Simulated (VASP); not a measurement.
# TiAl3 (Pm-3m) in VASP: vibrations by perturbation theory with LDA

Aim: the vibrations by perturbation theory of TiAl3 with LDA.

Program: VASP 6.6.1. These are calculated values, not measurements. Logs are shortened: lines on timing, memory, paths and dates and some standing lists are left out, and cuts for length are marked.

### Step 1. The cell of the first run

Symmetry: Pm-3m, No. 221, cubic system. The conventional cell has a = 3.913 Å, b = 3.913 Å, c = 3.913 Å, α = 90.00°, β = 90.00°, γ = 90.00°. Within 3.6 Å of Ti (site symmetry m-3m) lie 12 Al at 2.77 Å. Within 3.6 Å of Al (site symmetry 4/mmm) lie 4 Ti at 2.77 Å and 8 Al at 2.77 Å.

### Step 2. Vibrations by perturbation theory, LDA

INCAR reads:

```
PREC = Accurate ; ENCUT = 520
EDIFF = 1E-8 ; ISMEAR = -1
SIGMA = 0.15 ; LREAL = F
LASPH = T ; NELM = 100
ALGO = Normal ; ISIF = 2
LWAVE = F ; LCHARG = T
GGA = CA ; NBANDS = 18
IBRION = 8 ; NSW = 1
```

KPOINTS reads:

```
Automatic mesh
0
Gamma
  8 8 8
```

POSCAR reads:

```
TiAl3
1.0
    3.9129865579      0.0000000000      0.0000000000
    0.0000000000      3.9129865579      0.0000000000
    0.0000000000      0.0000000000      3.9129865579
Ti Al
1 3
Direct
    0.0000000000      0.0000000000      0.0000000000
    0.5000000000      0.5000000000      0.0000000000
    0.5000000000      0.0000000000      0.5000000000
    0.0000000000      0.5000000000      0.5000000000
```

Potentials or basis: VASP PAW LDA potentials, release 64 (Ti_sv, Al).

Started as:

```
cat potpaw_LDA.64/Ti_sv/POTCAR potpaw_LDA.64/Al/POTCAR > POTCAR
mpirun -np 1 vasp_std > vasp.out
```

OUTCAR:

```text
PREC = Accurate
   ENCUT = 520
   EDIFF = 1E-8
   ISMEAR = -1
   LREAL = F
   LASPH = T
   NELM = 100
   ISIF = 2
   GGA = CA
   IBRION = 8
   NSW = 1

 ion  position               nearest neighbor table
   1  0.000  0.000  0.000-   2 2.77   3 2.77   4 2.77   3 2.77   4 2.77   2 2.77   4 2.77   4 2.77
                             2 2.77   3 2.77   3 2.77   2 2.77
   2  0.500  0.500  0.000-   1 2.77   3 2.77   4 2.77   3 2.77   4 2.77   1 2.77   3 2.77   3 2.77
                             1 2.77   4 2.77   4 2.77   1 2.77
   3  0.500  0.000  0.500-   1 2.77   2 2.77   4 2.77   1 2.77   2 2.77   2 2.77   4 2.77   2 2.77
                             1 2.77   4 2.77   1 2.77   4 2.77
   4  0.000  0.500  0.500-   1 2.77   2 2.77   3 2.77   1 2.77   2 2.77   1 2.77   3 2.77   1 2.77
                             2 2.77   3 2.77   2 2.77   3 2.77

  LATTYP: Found a simple cubic cell.
 ALAT       =     3.9129865579

  Lattice vectors:

 A1 = (   3.9129865579,   0.0000000000,   0.0000000000)
 A2 = (   0.0000000000,   3.9129865579,   0.0000000000)
 A3 = (   0.0000000000,   0.0000000000,   3.9129865579)

Analysis of symmetry for initial positions (statically):
=====================================================================
 Subroutine PRICEL returns:
 Original cell was already a primitive cell.

 Routine SETGRP: Setting up the symmetry group for a
 simple cubic supercell.

 Subroutine GETGRP returns: Found 48 space group operations
 (whereof 48 operations were pure point group operations)
 out of a pool of 48 trial point group operations.

The static configuration has the point symmetry O_h .

Analysis of symmetry for dynamics (positions and initial velocities):
=====================================================================
 Subroutine PRICEL returns:
 Original cell was already a primitive cell.

 Routine SETGRP: Setting up the symmetry group for a
 simple cubic supercell.

 Subroutine GETGRP returns: Found 48 space group operations
 (whereof 48 operations were pure point group operations)
 out of a pool of 48 trial point group operations.

The dynamic configuration has the point symmetry O_h .

 Subroutine INISYM returns: Found 48 space group operations
 (whereof 48 operations are pure point group operations),
 and found     1 'primitive' translations

----------------------------------------------------------------------------------------

                                     Primitive cell

  volume of cell :      59.9136

  direct lattice vectors                    reciprocal lattice vectors
     3.912986558  0.000000000  0.000000000     0.255559273  0.000000000  0.000000000
     0.000000000  3.912986558  0.000000000     0.000000000  0.255559273  0.000000000
     0.000000000  0.000000000  3.912986558     0.000000000  0.000000000  0.255559273

  length of vectors
     3.912986558  3.912986558  3.912986558     0.255559273  0.255559273  0.255559273

  position of ions in fractional coordinates (direct lattice)
     0.000000000  0.000000000  0.000000000
     0.500000000  0.500000000  0.000000000
     0.500000000  0.000000000  0.500000000
     0.000000000  0.500000000  0.500000000

  ion indices of the primitive-cell ions
   primitive index   ion index
                 1           1
                 2           2
                 3           3
                 4           4
[... 126 lines left out ...]
 fundamental gap:      0.0279360882
 Fermi energy:         9.2158789050

 k-point     1 :       0.0000    0.0000    0.0000
  band No.  band energies     occupation
      1     -46.9297      2.00000
      2     -23.6301      2.00000
      3     -23.6301      2.00000
      4     -23.6301      2.00000
      5      -1.7235      2.00000
      6       6.0694      2.00000
[... 481 lines left out ...]
      5       1.5170      2.00000
      6       2.6013      2.00000
[... 10 lines left out ...]
     17      13.9194      0.00000
     18      14.8505      0.00000

 [... further k-points ...]

------------------------ aborting loop because EDIFF is reached ----------------------------------------

  FORCE on cell =-STRESS in cart. coord.  units (eV):
  Direction    XX          YY          ZZ          XY          YZ          ZX
  --------------------------------------------------------------------------------------
  -------------------------------------------------------------------------------------
  Total        0.0720475      0.0720475      0.0720475     -0.0000000     -0.0000000      0.0000000
  in kB        1.9266559      1.9266559      1.9266559     -0.0000000     -0.0000000      0.0000000
  external PRESSURE =       1.9266559 kB  Pullay stress =       0.0000000 kB

 VOLUME and BASIS-vectors are now :
 -----------------------------------------------------------------------------
  energy-cutoff  :      520.00
  volume of cell :       59.91
      direct lattice vectors                 reciprocal lattice vectors
     3.912986558  0.000000000  0.000000000     0.255559273  0.000000000  0.000000000
     0.000000000  3.912986558  0.000000000     0.000000000  0.255559273  0.000000000
     0.000000000  0.000000000  3.912986558     0.000000000  0.000000000  0.255559273

 POSITION                                       TOTAL-FORCE (eV/Angst)
 -----------------------------------------------------------------------------------
      0.00000      0.00000      0.00000         0.000000      0.000000      0.000000
      1.95649      1.95649      0.00000         0.000000      0.000000      0.000000
      1.95649      0.00000      1.95649         0.000000      0.000000      0.000000
      0.00000      1.95649      1.95649         0.000000      0.000000      0.000000
 -----------------------------------------------------------------------------------
    total drift:                                0.000000     -0.000000      0.000000

  FREE ENERGIE OF THE ION-ELECTRON SYSTEM (eV)
  ---------------------------------------------------
  free  energy   TOTEN  =       -22.7808047292 eV

  energy  without entropy=      -22.6255423478  energy(sigma->0) =      -22.70317354

[... ionic steps 2 to 3 ...]

--------------------------------------- Ionic step        4  -------------------------------------------

------------------------ aborting loop because EDIFF is reached ----------------------------------------
[... 7 lines left out ...]
[... ionic steps 8 to 8 ...]

--------------------------------------- Ionic step        9  -------------------------------------------

 Free energy of the ion-electron system (eV)
  ---------------------------------------------------
  ---------------------------------------------------
  free energy    TOTEN  =        -0.00766652 eV

  energy without entropy =       -0.00766653

------------------------ aborting loop because EDIFF is reached ----------------------------------------

 INTERNAL STRAIN TENSOR  FOR ION    2  DIRECTION 3   (eV/Angst):
 -----------------------------------------------------------------------------
    -0.00852  0.00000  0.00000
     0.00000 -0.00852  0.00000
     0.00000 -0.00000  0.01394

 INTERNAL STRAIN TENSOR FOR ION    4 for displacements in x,y,z  (eV/Angst):
          X           Y           Z          XY          YZ          ZX
  --------------------------------------------------------------------------------
  x     0.00000     0.00000     0.00000     0.00000     0.00000     0.00000
  y     0.00000     0.00000     0.00000     0.00000     0.00000     0.00000
  z     0.00000     0.00000     0.00000     0.00000     0.00000     0.00000

 SECOND DERIVATIVES (NOT SYMMETRIZED)
 ------------------------------------
               1X          1Y          1Z          2X          2Y          2Z          3X          3Y          3Z          4X          4Y          4Z
  1X    -9.557366    0.000000   -0.000000    4.289450   -0.000000   -0.000000    4.289450    0.000000   -0.000000    0.978466    0.000000   -0.000000
  1Y    -0.000000   -9.557366    0.000000   -0.000000    4.289450    0.000000   -0.000000    0.978466    0.000000   -0.000000    4.289450    0.000000
  1Z    -0.000000   -0.000000   -9.557366   -0.000000   -0.000000    0.978466   -0.000000   -0.000000    4.289450    0.000000   -0.000000    4.289450
  2X     4.287509    0.000000    0.000000   -7.641344    0.000000    0.000000    0.299835    0.000000    0.000000    3.053999    0.000000    0.000000
  2Y     0.000000    4.287509    0.000000    0.000000   -7.641344    0.000000    0.000000    3.053999    0.000000    0.000000    0.299835    0.000000
  2Z     0.000000    0.000000    0.974876   -0.000000   -0.000000   -7.080188    0.000000    0.000000    3.052656    0.000000   -0.000000    3.052656
  3X     4.287509    0.000000    0.000000    0.299835    0.000000    0.000000   -7.641344    0.000000    0.000000    3.053999    0.000000    0.000000
  3Y    -0.000000    0.974876    0.000000   -0.000000    3.052656    0.000000    0.000000   -7.080188   -0.000000   -0.000000    3.052656    0.000000
  3Z     0.000000    0.000000    4.287509    0.000000    0.000000    3.053999    0.000000    0.000000   -7.641344    0.000000    0.000000    0.299835
  4X     0.974876   -0.000000    0.000000    3.052656    0.000000    0.000000    3.052656   -0.000000   -0.000000   -7.080188    0.000000   -0.000000
  4Y     0.000000    4.287509    0.000000    0.000000    0.299835    0.000000    0.000000    3.053999    0.000000    0.000000   -7.641344    0.000000
  4Z     0.000000    0.000000    4.287509    0.000000    0.000000    3.053999    0.000000    0.000000    0.299835    0.000000    0.000000   -7.641344

 Eigenvectors and eigenvalues of the dynamical matrix
 ----------------------------------------------------

   1 f  =   10.764508 THz    67.635396 2PiTHz  359.065323 cm-1    44.518406 meV
             X         Y         Z           dx          dy          dz
      0.000000  0.000000  0.000000     0.000034   -0.000007    0.411089
      1.956493  1.956493  0.000000    -0.000044    0.000009    0.515565
      1.956493  0.000000  1.956493    -0.000044   -0.000009   -0.531601
      0.000000  1.956493  1.956493     0.000043    0.000009   -0.531601
[... 71 lines left out ...]
  12 f/i=    0.002199 THz     0.013818 2PiTHz    0.073358 cm-1     0.009095 meV
             X         Y         Z           dx          dy          dz
      0.000000  0.000000  0.000000    -0.608050    0.003697    0.041339
      1.956493  1.956493  0.000000    -0.456608    0.002776    0.031055
      1.956493  0.000000  1.956493    -0.456608    0.002777    0.031043
      0.000000  1.956493  1.956493    -0.456788    0.002776    0.031043

--------------------------------------------------------------------------------------------------------

 ELASTIC MODULI CONTR FROM IONIC RELAXATION (kBar)
 Direction    XX          YY          ZZ          XY          YZ          ZX
 --------------------------------------------------------------------------------
 XX           0.0000      0.0000      0.0000      0.0000      0.0000      0.0000
 YY           0.0000      0.0000      0.0000      0.0000      0.0000      0.0000
 ZZ           0.0000      0.0000      0.0000      0.0000      0.0000      0.0000
 XY           0.0000      0.0000      0.0000      0.0000      0.0000      0.0000
 YZ           0.0000      0.0000      0.0000      0.0000      0.0000      0.0000
 ZX           0.0000      0.0000      0.0000      0.0000      0.0000      0.0000
 --------------------------------------------------------------------------------
```

It took 9.6 min on 1 thread of Intel Xeon Platinum 8559C (Emerald Rapids), shared host; peak memory 0.37 GiB.

What came out:

```yaml
Highest_phonon_frequency_at_Γ: 359 cm⁻¹
```

Phonon frequencies in cm⁻¹ (negative: imaginary):
| q point | frequencies |
| --- | --- |
| (0.000, 0.000, 0.000) | 0 0 0 266 266 266 283 283 283 359 359 359 |
